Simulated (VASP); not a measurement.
Here is a VASP 6.6.1 calculation.

File INCAR:

```
SYSTEM = Pd
  PREC = Accurate
  ENCUT = 520
  EDIFF = 1E-6
  ISMEAR = -1
  SIGMA = 0.3
  LREAL = .False.
  LASPH = .True.
  NELM = 60
  ALGO = Normal
  ISIF = 2
  LWAVE = .False.
  LCHARG = .True.
  LELF = .True.
  LVHAR = .True.
  NBANDS = 11
```

The input KPOINTS:

```
regular mesh
0
Gamma
  14 14 14
  0 0 0
```

POSCAR

```
Pd
1.0
    0.0000000000      1.9211411165      1.9211411165
    1.9211411165      0.0000000000      1.9211411165
    1.9211411165      1.9211411165      0.0000000000
Pd
1
Direct
    0.0000000000      0.0000000000      0.0000000000
```

Potentials or basis: VASP PAW LDA potentials, release 64 (Pd).

The run is started by

```bash
$ cat potpaw_LDA.64/Pd/POTCAR > POTCAR
$ mpirun -np 1 vasp_std > vasp.out
```

Q: Predict the band gap on the k mesh.

A: Zero (band 5 reaches 10.60 eV, above the bottom of band 6 at 8.89 eV).

Q: Predict the pressure.

A: 1.8 GPa.
